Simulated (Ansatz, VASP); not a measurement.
KF: VASP beside Ansatz

```xyz
2
Lattice="0.0000 2.6895 2.6895 2.6895 0.0000 2.6895 2.6895 2.6895 0.0000" Properties=species:S:1:pos:R:3 pbc="T T T"
K     0.0000    0.0000    0.0000
F     2.6895    2.6895    2.6895
```

Alike in both runs: task single point; functional HSE06; k mesh 6 × 6 × 6; occupations fermi-dirac, width 0.05 eV; no spin polarisation.

```csv
,VASP,Ansatz
version,VASP 6.6.1,Ansatz 0.2.0
potentials or method,"VASP PAW PBE potentials, release 64 (K_sv, F)",Ansatz PAW
plane-wave cutoff (eV),520,420
valence electrons in the cell,16,16
```

|  | VASP | Ansatz | Ansatz less VASP |
| --- | --- | --- | --- |
| gap on the k mesh at the Fermi level (eV) | 8.05 | 8.07 | +0.018 |
| least direct gap on the mesh (eV) | 8.05 | 8.07 | +0.018 |
| pressure (GPa) | -0.1 | -0.2 | -0.07 |

With one functional, cell and mesh, what is left measures potentials, basis and numerics.
